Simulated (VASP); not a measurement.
TiSi2: relaxation of cell and atoms with PBEsol+U

Crystal: TiSi2.

```xyz
6
Lattice="0.0000 4.1175 4.2629 2.3895 0.0000 4.2629 2.3895 4.1175 0.0000" Properties=species:S:1:pos:R:3 pbc="T T T"
Ti    3.5843    6.1763    6.3943
Ti    2.3895    4.1175    4.2629
Si    1.1948    3.3975    2.1314
Si    1.1948    0.7200    2.1314
Si    2.3895    1.3387    4.2629
Si    2.3895    6.8963    4.2629
```

```
Program                : VASP 6.6.1
Task                   : relaxation of cell and atoms
Functional             : PBEsol
Potentials or basis    : VASP PAW PBE potentials, release 64 (Ti_sv, Si)
Cutoff                 : 600 eV
k mesh                 : 7 × 7 × 7
Occupations            : fermi-dirac, width 0.05 eV
Spin                   : no spin polarisation
Hubbard terms          : Ti d U = 6.0 eV
Dipole correction      : no
Further INCAR settings : ALGO = Normal; EDIFF = 1e-06; IBRION = 2; EDIFFG = -0.01; NSW = 60; ISIF = 3
```

| Property | Result |
| --- | --- |
| Relaxed volume | 14.51 Å³/atom |
| Relaxed cell | a = 5.998 Å, b = 4.953 Å, c = 4.813 Å, α = 75.76°, β = 53.18°, γ = 51.06° |
| Space group after relaxing (to 0.1 Å) | Fddd (No. 70) |
| Energy gained by relaxing | 10.9 meV/atom |
| Ionic steps | 11 |
| Pressure after relaxing | 0.0 GPa |
| Band gap on the k mesh | zero (bands 20 and 21 overlap by 1.77 eV) |

Forces in eV/Å, atoms in the order of the input:
```
Ti   0.000  0.000  0.000
Ti   0.000  0.000  0.000
Si   0.000 -0.002  0.000
Si   0.000  0.002  0.000
Si   0.000 -0.002  0.000
Si   0.000  0.002  0.000
```

Stress tensor (GPa, compression positive):
```
-0.01  0.00  0.00
 0.00  0.09  0.00
 0.00  0.00  0.01
```

The path:
| step | energy change (eV) | largest force (eV/Å) | pressure (GPa) | volume (Å³) |
| --- | --- | --- | --- | --- |
| 1 | 0.0000 | 0.1560 | 5.77 | 83.88 |
| 2 | -0.0069 | 0.1392 | -4.88 | 90.15 |
| 3 | -0.0578 | 0.1462 | -0.10 | 87.03 |
| 4 | -0.0578 | 0.1464 | 0.01 | 86.97 |
| 5 | -0.0614 | 0.1067 | 0.00 | 87.03 |
| 6 | -0.0634 | 0.0545 | 0.00 | 87.12 |
| 7 | -0.0653 | 0.0199 | -0.13 | 87.16 |
| 8 | -0.0654 | 0.0068 | -0.17 | 87.17 |
| 9 | -0.0655 | 0.0031 | 0.24 | 86.94 |
| 10 | -0.0656 | 0.0018 | 0.05 | 87.05 |
| 11 | -0.0656 | 0.0021 | 0.03 | 87.05 |

Final structure:
```
CELL_PARAMETERS angstrom
0.00000 4.15954 4.32114
2.42159 0.00000 4.32114
2.42159 4.15954 0.00000
ATOMIC_POSITIONS crystal
Ti 0.75000 0.75000 0.75000
Ti 0.50000 0.50000 0.50000
Si 0.40908 0.09092 0.40908
Si 0.09092 0.40908 0.09092
Si 0.15908 0.84092 0.15908
Si 0.84092 0.15908 0.84092
```

Levels at points of the mesh, in eV from the Fermi level:
| k point | band 16 | band 17 | band 18 | band 19 | band 20 | band 21 | band 22 | band 23 | band 24 |
| --- | --- | --- | --- | --- | --- | --- | --- | --- | --- |
| (0.00, 0.00, 0.00) | -2.76 | -2.45 | -2.40 | -2.13 | -1.60 | -0.88 | 2.38 | 2.80 | 3.02 |

Eigenvalues of the final occupation matrices:
| site | spin | trace | eigenvalues |
| --- | --- | --- | --- |
| site 1 d | 1 | 0.91 | 0.14 0.17 0.19 0.19 0.23 |
| site 1 d | 2 | 0.91 | 0.14 0.17 0.19 0.19 0.23 |
| site 2 d | 1 | 0.91 | 0.14 0.17 0.19 0.19 0.23 |
| site 2 d | 2 | 0.91 | 0.14 0.17 0.19 0.19 0.23 |

Run time: 36 min on 1 thread of Intel Xeon 8259CL (shared host), peak memory 0.37 GiB.

Caveat: the PAW data sets were made with another functional, which shifts forces and pressure a little; U without spin polarisation on a metal has little footing; the U is typed as a test and isn't derived for this compound.
